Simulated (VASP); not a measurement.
The system is Zn.

```
Zn
1.0
     2.54208    0.00000    0.00000
     0.00000    2.54208    0.00000
     0.00000    0.00000    2.54208
Zn
1
Direct
  0.00000 0.00000 0.00000
```

```yaml
Program: VASP 6.6.1
Task: relaxation of cell and atoms
Functional: RPBE
Potentials_or_basis: VASP PAW PBE potentials, release 64 (Zn)
Cutoff: 600 eV
k_mesh: 12 × 12 × 12
Occupations: fermi-dirac, width 0.1 eV
Spin: no spin polarisation
```

At the start: pressure 9.4 GPa; volume 16.43 Å³/atom.

Task: How do energy, volume and symmetry change on relaxing?

Result: Over 4 steps the energy falls by 69.4 meV/atom and the volume is 19.20 Å³/atom (+16.9 %); space group Pm-3m (No. 221, to 0.05 Å).

The path:
| step | energy change (eV) | largest force (eV/Å) | pressure (GPa) | volume (Å³) |
| --- | --- | --- | --- | --- |
| 1 | 0.0000 | 0.0000 | 9.41 | 16.43 |
| 2 | -0.0684 | 0.0000 | 0.84 | 18.83 |
| 3 | -0.0694 | 0.0000 | -0.10 | 19.26 |
| 4 | -0.0694 | 0.0000 | 0.03 | 19.20 |

Final structure:
```
Zn
1.0
     2.67787    0.00000    0.00000
     0.00000    2.67787    0.00000
     0.00000    0.00000    2.67787
Zn
1
Cartesian
  0.0000 0.0000 0.0000
```

Caveat: the volume moved by over 15 % at a fixed basis, so the end points are rough; the PAW data sets were made with another functional, which shifts forces and pressure a little.
